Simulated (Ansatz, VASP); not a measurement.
## BAs in VASP and in Ansatz

Contents of POSCAR:

```
BAs
1.0
    0.0000000000      2.4061959241      2.4061959241
    2.4061959241      0.0000000000      2.4061959241
    2.4061959241      2.4061959241      0.0000000000
B As
1 1
Direct
    0.0000000000      0.0000000000      0.0000000000
    0.2500000000      0.2500000000      0.2500000000
```

The input INCAR.step1:

```
SYSTEM = BAs
  PREC = Accurate
  ENCUT = 600
  ISMEAR = -1
  SIGMA = 0.05
  LREAL = .FALSE.
  LASPH = .TRUE.
  NELM = 100
  GGA = PE
  ALGO = Normal
  EDIFF = 1E-4
  LWAVE = .TRUE.
  LCHARG = .FALSE.
```

The input INCAR.step2:

```
SYSTEM = BAs
  PREC = Accurate
  ENCUT = 600
  EDIFF = 1E-6
  ISMEAR = -1
  SIGMA = 0.05
  LREAL = .FALSE.
  LASPH = .TRUE.
  NELM = 100
  ALGO = Normal
  ISIF = 3
  LWAVE = .FALSE.
  LCHARG = .FALSE.
  METAGGA = R2SCAN
  LMIXTAU = .TRUE.
  IBRION = 2
  NSW = 60
  EDIFFG = -0.005
  ISTART = 1
```

KPOINTS

```
Automatic mesh
0
G
  15 15 15
  0 0 0
```

Input for Ansatz:

```yaml
crystal:
  lattice:
    - [0.0, 2.4061959241, 2.4061959241]
    - [2.4061959241, 0.0, 2.4061959241]
    - [2.4061959241, 2.4061959241, 0.0]
  atoms:
    - { symbol: B, position: [0.0, 0.0, 0.0] }
    - { symbol: As, position: [0.25, 0.25, 0.25] }
kpoints:
  mp_grid: { grid: [15, 15, 15] }
scf:
  occupations: { method: fermi_dirac, width: 0.05 }
hamiltonian:
  xc: r2scan
  pseudopotentials: { kind: paw }
output:
  forces: true
  stress: true
relax:
  f_tol: 0.005
  max_steps: 40
  cell: {}
```

Alike in both runs: task relaxation of cell and atoms; functional r2SCAN; k mesh 15 × 15 × 15; occupations fermi-dirac, width 0.05 eV; no spin polarisation.

|  | VASP | Ansatz |
| --- | --- | --- |
| version | VASP 6.6.1 | Ansatz 0.2.0 |
| potentials or method | VASP PAW PBE potentials, release 64 (B, As) | PAW with Ansatz's default frozen-core files, scalar-relativistic |
| plane-wave cutoff (eV) | 600 | 500 |
| valence electrons in the cell | 8 | 18 |

VASP gave:

```
relaxed volume (Å³/atom)                                     : 13.71
relaxed cell length with the largest relative difference (Å) : 3.384
```

Question: Estimate Ansatz's values.

Answer: Relaxed volume (Å³/atom): 13.68; relaxed cell length with the largest relative difference (Å): 3.383.

VASP's potentials were made for PBE, not for r2SCAN. VASP's potentials hold 8 valence electrons a cell and Ansatz's 18, so a difference there can come from the potentials and not from the codes.
